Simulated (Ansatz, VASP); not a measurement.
**Two plane-wave programs on Ir**

INCAR

```
ALGO = Normal
EDIFF = 1E-6
ENCUT = 520
ISIF = 2
ISMEAR = -1
LASPH = True
LCHARG = False
LREAL = False
LWAVE = False
NBANDS = 10
NELM = 80
PREC = Accurate
SIGMA = 0.1
```

Contents of KPOINTS:

```
k-points
0
Gamma
  15 15 15
```

The input POSCAR:

```
Ir
1.0
    2.2219894056      0.0000000000      0.0000000000
    0.0000000000      2.2219894056      0.0000000000
    0.0000000000      0.0000000000      2.2219894056
Ir
1
Direct
    0.0000000000      0.0000000000      0.0000000000
```

Input for Ansatz:

```yaml
crystal:
  lattice:
    - [2.2219894056, 0.0, 0.0]
    - [0.0, 2.2219894056, 0.0]
    - [0.0, 0.0, 2.2219894056]
  atoms:
    - { symbol: Ir, position: [0.0, 0.0, 0.0] }
kpoints:
  mp_grid: { grid: [15, 15, 15] }
  band_path:
    path:
      - [0.0, 0.0, 0.0]
      - [0.0, 0.5, 0.0]
      - [0.5, 0.5, 0.0]
      - [0.0, 0.0, 0.0]
      - [0.5, 0.5, 0.5]
      - [0.0, 0.5, 0.0]
      - [0.5, 0.5, 0.5]
      - [0.5, 0.5, 0.0]
    npoints: 8
scf:
  occupations: { method: fermi_dirac, width: 0.1 }
hamiltonian:
  xc: lda
  pseudopotentials: { kind: paw }
output:
  forces: true
  stress: true
  eigenvalues: true
  populations: true
  dos: { projected: true, de: 0.2, e_range: [-14, 8] }
```

Change from the starting cell: volume scaled by 0.68, PAW files.

Alike in both runs: task single point; functional LDA; k mesh 15 × 15 × 15; occupations fermi-dirac, width 0.1 eV; no spin polarisation.

```csv
,VASP,Ansatz
version,VASP 6.6.1,Ansatz 0.2.0
potentials or method,"VASP PAW LDA potentials, release 64 (Ir)","PAW with Ansatz's default frozen-core files, scalar-relativistic"
plane-wave cutoff (eV),520,420
valence electrons in the cell,9,17
```

```csv
,VASP,Ansatz,Ansatz less VASP
pressure (GPa),280.0,280.1,+0.15
```

LDA's correlation is that of Perdew and Zunger in VASP and of Perdew and Wang (1992) in Ansatz. Both programs put the cell under a high pressure, so it lies far from rest at this level. VASP's potentials hold 9 valence electrons a cell and Ansatz's 17, so a difference there can come from the potentials and not from the codes.

Neither program's run includes spin-orbit coupling. Noted on VASP's run: the cell as given lies far from equilibrium.
